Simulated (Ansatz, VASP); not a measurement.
**Two plane-wave programs on AlInSb2**

Contents of INCAR:

```
SYSTEM = AlInSb2
  PREC = Accurate
  ENCUT = 520
  EDIFF = 1E-6
  ISMEAR = 0
  SIGMA = 0.05
  LREAL = .FALSE.
  LASPH = .TRUE.
  NELM = 100
  ALGO = Normal
  ISIF = 2
  LWAVE = .FALSE.
  LCHARG = .TRUE.
  LELF = .TRUE.
  LVHAR = .TRUE.
  NBANDS = 21
```

Contents of KPOINTS:

```
regular mesh
0
G
  8 8 6
  0 0 0
```

File POSCAR:

```
AlInSb2
1.0
    4.5626022301      0.0000000000      0.0000000000
    0.0000000000      4.5626022301      0.0000000000
    0.0000000000      0.0000000000      5.9286453378
Al In Sb
1 1 2
Direct
    0.0000000000      0.0000000000      0.0000000000
    0.5000000000      0.5000000000      0.5000000000
    0.0000000000      0.5000000000      0.2140216278
    0.5000000000      0.0000000000      0.7859783722
```

Input for Ansatz:

```yaml
crystal:
  lattice:
    - [4.5626022301, 0.0, 0.0]
    - [0.0, 4.5626022301, 0.0]
    - [0.0, 0.0, 5.9286453378]
  atoms:
    - { symbol: Al, position: [0.0, 0.0, 0.0] }
    - { symbol: In, position: [0.5, 0.5, 0.5] }
    - { symbol: Sb, position: [0.0, 0.5, 0.2140216278] }
    - { symbol: Sb, position: [0.5, 0.0, 0.7859783722] }
basis:
  ecutwfc: 420
kpoints:
  mp_grid: { grid: [8, 8, 6] }
hamiltonian:
  xc: lda
  pseudopotentials: { kind: paw }
scf:
  occupations: { method: gaussian, width: 0.05 }
output:
  forces: true
  stress: true
  eigenvalues: true
```

Alike in both runs: task single point; functional LDA; k mesh 8 × 8 × 6; occupations gaussian, width 0.05 eV; no spin polarisation.

```csv
,VASP,Ansatz
version,VASP 6.6.1,Ansatz 0.2.0
potentials or method,"VASP PAW LDA potentials, release 64 (Al, In_d, Sb), cutoff 520 eV","scalar-relativistic, plane waves, PAW"
valence electrons in the cell,26,46
```

|  | VASP | Ansatz | Ansatz less VASP |
| --- | --- | --- | --- |
| gap on the k mesh at the Fermi level (eV) | 0.60 | 0.55 | -0.046 |
| least direct gap on the mesh (eV) | 0.60 | 0.55 | -0.046 |
| pressure (GPa) | 0.0 | -0.2 | -0.23 |
| traceless stress, the component that is largest in VASP (GPa) | 0.82 | 0.86 | +0.041 |
| rms of the force components (eV/Å) | 0.391 | 0.379 | -0.0115 |

LDA's correlation is that of Perdew and Zunger in VASP and of Perdew and Wang (1992) in Ansatz. Atom by atom the forces differ by 0.011 eV/Å (rms over components). VASP's potentials hold 26 valence electrons a cell and Ansatz's 46, so a difference there can come from the potentials and not from the codes.

Neither program's run includes spin-orbit coupling.
